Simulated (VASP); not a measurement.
A run of VASP 6.6.1:

The input POSCAR:

```
FeO
1.0
    1.5232353771      0.8794403550      2.4880041688
   -1.5232353771      0.8794403550      2.4880041688
    0.0000000000     -1.7588807100      2.4880041688
Fe O
1 1
Direct
    0.0000000000      0.0000000000      0.0000000000
    0.5000000000      0.5000000000      0.5000000000
```

File INCAR.step1:

```
SYSTEM = FeO
PREC = Accurate
ENCUT = 520
EDIFF = 1E-6
ISMEAR = 0
SIGMA = 0.1
LREAL = .FALSE.
LASPH = .TRUE.
NELM = 150
ALGO = Normal
ISIF = 2
LWAVE = .FALSE.
LCHARG = .TRUE.
ISPIN = 2
MAGMOM = 3.79 0.35
LMAXMIX = 4
GGA = PE
NBANDS = 18
```

File KPOINTS.step1:

```
Automatic mesh
0
G
  18 18 18
  0 0 0
```

File INCAR.step2:

```
SYSTEM = FeO
PREC = Accurate
ENCUT = 520
EDIFF = 1E-6
ISMEAR = -5
SIGMA = 0.1
LREAL = .FALSE.
LASPH = .TRUE.
NELM = 150
ALGO = Normal
ISIF = 2
LWAVE = .FALSE.
LCHARG = .FALSE.
ISPIN = 2
MAGMOM = 3.79 0.35
LORBIT = 11
LMAXMIX = 4
GGA = PE
NEDOS = 1001
ICHARG = 11
```

KPOINTS.step2

```
Automatic mesh
0
G
  27 27 27
  0 0 0
```

Potentials or basis: VASP PAW PBE potentials, release 64 (Fe, O).

The run is started by

```console
$ cat potpaw_PBE.64/Fe/POTCAR potpaw_PBE.64/O/POTCAR > POTCAR
$ cp INCAR.step1 INCAR
$ cp KPOINTS.step1 KPOINTS
$ mpirun -np 1 vasp_std > vasp.out
$ cp INCAR.step2 INCAR
$ cp KPOINTS.step2 KPOINTS
$ mpirun -np 1 vasp_std > vasp.out
```

Hardware: 1 thread of Intel(R) Xeon(R) 6975P-C (Granite Rapids) (shared host).

**Question.** Estimate the wall time of this run.

**Answer.** Wall time 4.4 min on 1 thread of Intel(R) Xeon(R) 6975P-C (Granite Rapids) (shared host), peak memory 0.84 GiB. Counts: k points 1834.
